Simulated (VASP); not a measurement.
Runs of VASP 6.6.1 on BaTiO3. The structure is that of space group Pm-3m (No. 221), or close to it. The cells are those of the table. 

```csv
cell,gap on the mesh (eV),pressure (GPa)
"a = 3.868 Å, 5 atoms",1.95,26.8
"a = 4.072 Å, 5 atoms",1.65,-4.5
"a = 4.039 Å, 5 atoms",1.69,(a)
"a = 4.104 Å, 5 atoms",1.60,(b)
```

Alike in all rows: task single point; level PBE; potentials or basis VASP PAW PBE potentials, release 64 (Ba_sv, Ti_sv, O_h); no spin polarisation; k mesh 6 × 6 × 6; cutoff (eV) 1340; smearing gaussian 0.01 eV.

Task: Fill in the values left out.

Result: (a) -0.8; (b) -7.6.

Caveats: spin-orbit coupling is left out, which moves the levels of the heavy elements; the cell stands under tension (at least some runs); the cell stands under pressure (at least some runs).

A k mesh can miss the band edges, and the runs leave out spin-orbit coupling on Ba.
